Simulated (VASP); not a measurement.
# Zr (Fm-3m) in VASP: single point with PBE

Aim: the single point of Zr with PBE.

All numbers are computed with VASP 6.6.1; they aren't measurements. Logs are shortened: lines on timing, memory, paths and dates and some standing lists are left out, and cuts for length are marked.

## Step 1: The cell of the first run

It takes space group Fm-3m (No. 225, cubic). Conventional cell: a = 4.443 Å, b = 4.443 Å, c = 4.443 Å, α = 90.00°, β = 90.00°, γ = 90.00°. Within 4.1 Å of Zr (site symmetry m-3m) lie 12 Zr at 3.14 Å.

## Step 2: Single point, PBE

INCAR reads:

```
ALGO = Normal ; EDIFF = 1E-6
ENCUT = 500 ; GGA = PE
GGA_COMPAT = False ; ISIF = 2
ISMEAR = -1 ; LASPH = True
LCHARG = False ; LREAL = False
LWAVE = False ; NBANDS = 12
NELM = 120 ; PREC = Accurate
SIGMA = 0.5
```

KPOINTS reads:

```
k-points
0
Gamma
  2 2 2
```

POSCAR reads:

```
Zr
1.0
    0.0000000000      2.2216875138      2.2216875138
    2.2216875138      0.0000000000      2.2216875138
    2.2216875138      2.2216875138      0.0000000000
Zr
1
Direct
    0.0000000000      0.0000000000      0.0000000000
```

Potentials or basis: VASP PAW PBE potentials, release 64 (Zr_sv).

The run is started by

```
cat potpaw_PBE.64/Zr_sv/POTCAR > POTCAR
mpirun -np 1 vasp_std > vasp.out
```

OUTCAR:

```text
EDIFF = 1E-6
   ENCUT = 500
   GGA = PE
   ISIF = 2
   ISMEAR = -1
   LASPH = True
   LREAL = False
   NELM = 120
   PREC = Accurate

 ion  position               nearest neighbor table
   1  0.000  0.000  0.000-

  LATTYP: Found a face centered cubic cell.
 ALAT       =     4.4433750276

  Lattice vectors:

 A1 = (   0.0000000000,   2.2216875138,   2.2216875138)
 A2 = (   2.2216875138,   0.0000000000,   2.2216875138)
 A3 = (   2.2216875138,   2.2216875138,   0.0000000000)

Analysis of symmetry for initial positions (statically):
=====================================================================
 Subroutine PRICEL returns:
 Original cell was already a primitive cell.

 Routine SETGRP: Setting up the symmetry group for a
 face centered cubic supercell.

 Subroutine GETGRP returns: Found 48 space group operations
 (whereof 48 operations were pure point group operations)
 out of a pool of 48 trial point group operations.

The static configuration has the point symmetry O_h .

Analysis of symmetry for dynamics (positions and initial velocities):
=====================================================================
 Subroutine PRICEL returns:
 Original cell was already a primitive cell.

 Routine SETGRP: Setting up the symmetry group for a
 face centered cubic supercell.

 Subroutine GETGRP returns: Found 48 space group operations
 (whereof 48 operations were pure point group operations)
 out of a pool of 48 trial point group operations.

The dynamic configuration has the point symmetry O_h .

 Subroutine INISYM returns: Found 48 space group operations
 (whereof 48 operations are pure point group operations),
 and found     1 'primitive' translations

----------------------------------------------------------------------------------------

                                     Primitive cell

  volume of cell :      21.9320

  direct lattice vectors                    reciprocal lattice vectors
     0.000000000  2.221687514  2.221687514    -0.225054152  0.225054152  0.225054152
     2.221687514  0.000000000  2.221687514     0.225054152 -0.225054152  0.225054152
     2.221687514  2.221687514  0.000000000     0.225054152  0.225054152 -0.225054152

  length of vectors
     3.141940613  3.141940613  3.141940613     0.389805226  0.389805226  0.389805226

  position of ions in fractional coordinates (direct lattice)
     0.000000000  0.000000000  0.000000000

  ion indices of the primitive-cell ions
   primitive index   ion index
                 1           1

----------------------------------------------------------------------------------------

 KPOINTS: k-points

Automatic generation of k-mesh.
 Grid dimensions read from file:
 generate k-points for:    2    2    2

 Generating k-lattice:

  Cartesian coordinates                     Fractional coordinates (reciprocal lattice)
    -0.112527076  0.112527076  0.112527076     0.500000000  0.000000000  0.000000000
     0.112527076 -0.112527076  0.112527076     0.000000000  0.500000000  0.000000000
     0.112527076  0.112527076 -0.112527076     0.000000000  0.000000000  0.500000000

  Length of vectors
     0.194902613  0.194902613  0.194902613

  Shift w.r.t. Gamma in fractional coordinates (k-lattice)
     0.000000000  0.000000000  0.000000000

 Subroutine IBZKPT returns following result:
 ===========================================

 Found      3 irreducible k-points:

 Following reciprocal coordinates:
            Coordinates               Weight
  0.000000  0.000000  0.000000      1.000000
  0.500000  0.000000  0.000000      4.000000
  0.500000  0.500000  0.000000      3.000000
   k-points           NKPTS =      3   k-points in BZ     NKDIM =      3   number of bands    NBANDS=     12
   number of dos      NEDOS =    301   number of ions     NIONS =      1
   total plane-waves  NPLWV =  13824
   dimension x,y,z NGX =    24 NGY =   24 NGZ =   24
   dimension x,y,z NGXF=    48 NGYF=   48 NGZF=   48
   ions per type =               1
   NGX,Y,Z   is equivalent  to a cutoff of  12.70, 12.70, 12.70 a.u.
   NGXF,Y,Z  is equivalent  to a cutoff of  25.40, 25.40, 25.40 a.u.
 SYSTEM =  unknown system
   PREC   = accura    normal or accurate (medium, high low for compatibility)
   ISTART =      0    job   : 0-new  1-cont  2-samecut
   ICHARG =      2    charge: 1-file 2-atom 10-const
   ISPIN  =      1    spin polarized calculation?
   LNONCOLLINEAR =      F non collinear calculations
   LSORBIT =      F    spin-orbit coupling
   LASPH  =      T    aspherical Exc in radial PAW
   ENCUT  =  500.0 eV  36.75 Ry    6.06 a.u.   5.73  5.73  5.73*2*pi/ulx,y,z
   NELM   =    120;   NELMIN=  2; NELMDL= -5     # of ELM steps
   EDIFF  = 0.1E-05   stopping-criterion for ELM
   LREAL  =      F    real-space projection
   EDIFFG = 0.1E-04   stopping-criterion for IOM
   NSW    =      0    number of steps for IOM
   IBRION =     -1    ionic relax: 0-MD 1-quasi-New 2-CG
   NFREE  =      0    steps in history (QN), initial steepest desc. (CG)
   ISIF   =      2    stress and relaxation
   ISYM   =      2    0-nonsym 1-usesym 2-fastsym
   POTIM  = 0.5000    time-step for ionic-motion
   TEBEG  =    0.0;   TEEND  =   0.0 temperature during run
   PSTRESS=    0.0 pullay stress
   NELECT =      12.0000    total number of electrons
   NUPDOWN=      -1.0000    fix difference up-down
   EMIN   =  10.00;   EMAX   =-10.00  energy-range for DOS
   EFERMI =   0.00;   METHOD = LEGACY
   ISMEAR =    -1;   SIGMA  =   0.50  broadening in eV -4-tet -1-fermi 0-gaus
   EFERMI_NEDOS =   21; number of points for ismear=-14 and -15
   IALGO  =     38    algorithm
   IMIX   =      4    mixing-type and parameters
     AMIX     =   0.40;   BMIX     =  1.00
     AMIX_MAG =   1.60;   BMIX_MAG =  1.00
  volume/ion in A,a.u.               =      21.93       148.00
  Fermi-wavevector in a.u.,A,eV,Ry     =   1.338985  2.530314 24.393613  1.792880
  Thomas-Fermi vector in A             =   2.467412
   LORBIT       =      0    0 simple, 1 ext, 2 COOP (PROOUT), +10 PAW based schemes
   GGA     = PE    functional components
   LHFCALC =     F    Hartree Fock is set to
   AEXX    =    0.0000 exact exchange contribution
   IVDW    =     0    specifies the selected vdW correction
   LEPSILON=     F    determine dielectric tensor
   LRPA    =     F    only Hartree local field effects (RPA)
 non-spin polarized calculation
  energy-cutoff  :      500.00
  volume of cell :       21.93
 maximum number of plane-waves:       568
 NGX is ok and might be reduce to    24
   NGX = 11   NGY = 11   NGZ = 11

 number of electron      12.0000000 magnetization

 Free energy of the ion-electron system (eV)
  ---------------------------------------------------
  ext. energy  EPLUGINS =         0.00000000
  ---------------------------------------------------
  free energy    TOTEN  =       -10.20862612 eV

  energy without entropy =       -9.01649892  energy(sigma->0) =       -9.61256252

 E-fermi :  10.3043     XC(G=0): -11.2952

 val. band max:        7.3110251915   @ k =   0.5000   0.5000   0.0000
 cond. band min:      10.5034732610   @ k =   0.5000   0.0000   0.0000
 fundamental gap:      3.1924480695
 Fermi energy:        10.3043309518

 k-point     1 :       0.0000    0.0000    0.0000
  band No.  band energies     occupation
      1     -38.6958      2.00000
      2     -16.1408      2.00000
      3     -16.1408      2.00000
      4     -16.1408      2.00000
      5       3.9544      1.99999
      6      10.7282      0.59981
      7      10.7282      0.59981
      8      10.7282      0.59981
      9      13.3507      0.00451
     10      13.3507      0.00451
     11      20.2689      0.00000
     12      24.5872      0.00000

 k-point     2 :       0.5000    0.0000    0.0000
  band No.  band energies     occupation
      1     -38.5122      2.00000
      2     -17.3275      2.00000
      3     -16.2920      2.00000
      4     -16.2920      2.00000
      5       6.5812      1.99883
      6      10.5035      0.80345
      7      10.5035      0.80345
      8      10.9381      0.43938
      9      15.3277      0.00009
     10      15.3277      0.00009
     11      19.9860      0.00000
     12      20.0427      0.00000

 k-point     3 :       0.5000    0.5000    0.0000
  band No.  band energies     occupation
      1     -38.4524      2.00000
      2     -17.2446      2.00000
      3     -16.5585      2.00000
      4     -16.5585      2.00000
      5       6.4025      1.99918
      6       7.3110      1.99499
      7      12.9956      0.00915
      8      15.3227      0.00009
      9      15.9067      0.00003
     10      15.9067      0.00003
     11      19.8644      0.00000
     12      19.8644      0.00000

------------------------ aborting loop because EDIFF is reached ----------------------------------------

  FORCE on cell =-STRESS in cart. coord.  units (eV):
  Direction    XX          YY          ZZ          XY          YZ          ZX
  --------------------------------------------------------------------------------------
  -------------------------------------------------------------------------------------
  Total       -1.9337300     -1.9337300     -1.9337300     -0.0000000     -0.0000000      0.0000000
  in kB     -141.2627007   -141.2627007   -141.2627007     -0.0000000     -0.0000000      0.0000000
  external PRESSURE =    -141.2627007 kB  Pullay stress =       0.0000000 kB

 VOLUME and BASIS-vectors are now :
 -----------------------------------------------------------------------------
  energy-cutoff  :      500.00
  volume of cell :       21.93
      direct lattice vectors                 reciprocal lattice vectors
     0.000000000  2.221687514  2.221687514    -0.225054152  0.225054152  0.225054152
     2.221687514  0.000000000  2.221687514     0.225054152 -0.225054152  0.225054152
     2.221687514  2.221687514  0.000000000     0.225054152  0.225054152 -0.225054152

 POSITION                                       TOTAL-FORCE (eV/Angst)
 -----------------------------------------------------------------------------------
      0.00000      0.00000      0.00000         0.000000      0.000000      0.000000
 -----------------------------------------------------------------------------------
    total drift:                                0.000000      0.000000      0.000000

  FREE ENERGIE OF THE ION-ELECTRON SYSTEM (eV)
  ---------------------------------------------------
  free  energy   TOTEN  =       -10.2086261200 eV

  energy  without entropy=       -9.0164989201  energy(sigma->0) =       -9.61256252
```

Run time: 5.1 s. Hardware: 1 thread of Intel Xeon 6975P-C, shared host; peak memory 0.13 GiB.

What came out:

| Item | Value |
| --- | --- |
| Free energy | -10.2086 eV |
| Pressure | -14.1 GPa |
| Band gap on the k mesh | zero (band 6 reaches 10.73 eV, above the bottom of band 7 at 10.50 eV) |

Caveat: the k points lie up to 1.22 Å⁻¹ apart.
